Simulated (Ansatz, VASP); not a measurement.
Two plane-wave programs on SrO

The input INCAR:

```
SYSTEM = SrO
  PREC = Accurate
  ENCUT = 520
  EDIFF = 1E-6
  ISMEAR = 0
  SIGMA = 0.05
  LREAL = .False.
  LASPH = .True.
  NELM = 60
  ALGO = Normal
  ISIF = 2
  LWAVE = .False.
  LCHARG = .True.
  LELF = .True.
  LVHAR = .True.
  NBANDS = 24
```

Contents of KPOINTS:

```
Automatic mesh
0
Gamma
  9 9 8
  0 0 0
```

File POSCAR:

```
SrO
1.0
    0.0000000000     -2.5321850030     -2.5321850030
   -2.5321850030      0.0000000000     -2.5321850030
    2.5321850030      2.5321850030     -5.0643700061
Sr O
2 2
Direct
    0.0016350892     -0.0049052676      0.0016350892
    0.5016350892      0.4950947324      0.5016350892
    0.6814661043      0.8536800587      0.7410435743
    0.3006244617      0.2000482430      0.2410469918
```

Input for Ansatz:

```yaml
crystal:
  lattice:
    - [0.0, -2.532185003, -2.532185003]
    - [-2.532185003, 0.0, -2.532185003]
    - [2.532185003, 2.532185003, -5.0643700061]
  atoms:
    - { symbol: Sr, position: [0.0016350892, -0.0049052676, 0.0016350892] }
    - { symbol: Sr, position: [0.5016350892, 0.4950947324, 0.5016350892] }
    - { symbol: O, position: [0.6814661043, 0.8536800587, 0.7410435743] }
    - { symbol: O, position: [0.3006244617, 0.200048243, 0.2410469918] }
basis:
  ecutwfc: 520.0
kpoints:
  mp_grid: { grid: [9, 9, 8] }
hamiltonian:
  xc: lda
  pseudopotentials: { kind: paw }
scf:
  occupations: { method: gaussian, width: 0.05 }
output:
  forces: true
  stress: true
  eigenvalues: true
```

Change from the starting cell: mode 6 frozen in at -0.091 Å and mode 10 at -0.250 Å (largest displacements).

Alike in both runs: task single point; functional LDA; k mesh 9 × 9 × 8; occupations gaussian, width 0.05 eV; no spin polarisation.

|  | VASP | Ansatz |
| --- | --- | --- |
| version | VASP 6.6.1 | Ansatz 0.2.0 |
| potentials or method | VASP PAW LDA potentials, release 64 (Sr_sv, O), cutoff 520 eV | scalar-relativistic, plane waves, PAW |
| valence electrons in the cell | 32 | 32 |

Ansatz gave:

```
gap on the k mesh at the Fermi level (eV)                     : 3.11
least direct gap on the mesh (eV)                             : 3.21
pressure (GPa)                                                : 3.0
traceless stress, the component that is largest in VASP (GPa) : 3.65
rms of the force components (eV/Å)                            : 0.648
```

Q: Which values does VASP return?

A: gap on the k mesh at the Fermi level (eV): 3.04; least direct gap on the mesh (eV): 3.15; pressure (GPa): 3.9; traceless stress, the component that is largest in VASP (GPa): 3.87; rms of the force components (eV/Å): 0.686.

LDA's correlation is that of Perdew and Zunger in VASP and of Perdew and Wang (1992) in Ansatz. Atom by atom the forces differ by 0.038 eV/Å (rms over components).
